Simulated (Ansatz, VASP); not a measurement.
GaP: VASP beside Ansatz

The input INCAR:

```
PREC = Accurate
ENCUT = 520
EDIFF = 1E-6
ISMEAR = 0
SIGMA = 0.05
LREAL = False
LASPH = True
NELM = 60
ALGO = Normal
ISIF = 2
LWAVE = False
LCHARG = False
GGA = PE
NBANDS = 16
```

KPOINTS

```
regular mesh
0
Gamma
  10 10 10
```

Contents of POSCAR:

```
GaP
1.0
    0.0000000000      2.8007300046      2.6549720396
    2.6549720396      0.0000000000      2.6549720396
    2.6549720396      2.8007300046      0.0000000000
Ga P
1 1
Direct
    0.0000000000      0.0000000000      0.0000000000
    0.7500000000      0.7500000000      0.7500000000
```

Input for Ansatz:

```yaml
crystal:
  lattice:
    - [0.0, 2.8007300046, 2.6549720396]
    - [2.6549720396, 0.0, 2.6549720396]
    - [2.6549720396, 2.8007300046, 0.0]
  atoms:
    - { symbol: Ga, position: [0.0, 0.0, 0.0] }
    - { symbol: P, position: [0.75, 0.75, 0.75] }
basis:
  ecutwfc: 420
kpoints:
  mp_grid: { grid: [10, 10, 10] }
hamiltonian:
  xc: pbe
scf:
  occupations: { method: gaussian, width: 0.05 }
output:
  forces: true
  stress: true
  eigenvalues: true
```

Alike in both runs: task single point; functional PBE; k mesh 10 × 10 × 10; occupations gaussian, width 0.05 eV; no spin polarisation.

```csv
,VASP,Ansatz
version,VASP 6.6.1,Ansatz 0.2.0
potentials or method,"VASP PAW PBE potentials, release 64 (Ga_d, P), cutoff 520 eV","scalar-relativistic, plane waves, PAW"
valence electrons in the cell,18,18
```

|  | VASP | Ansatz | Ansatz less VASP |
| --- | --- | --- | --- |
| gap on the k mesh at the Fermi level (eV) | 1.30 | 1.30 | 0.000 |
| least direct gap on the mesh (eV) | 1.90 | 1.90 | +0.001 |
| pressure (GPa) | 4.7 | 4.8 | +0.10 |
| traceless stress, the component that is largest in VASP (GPa) | -2.89 | -2.89 | +0.008 |
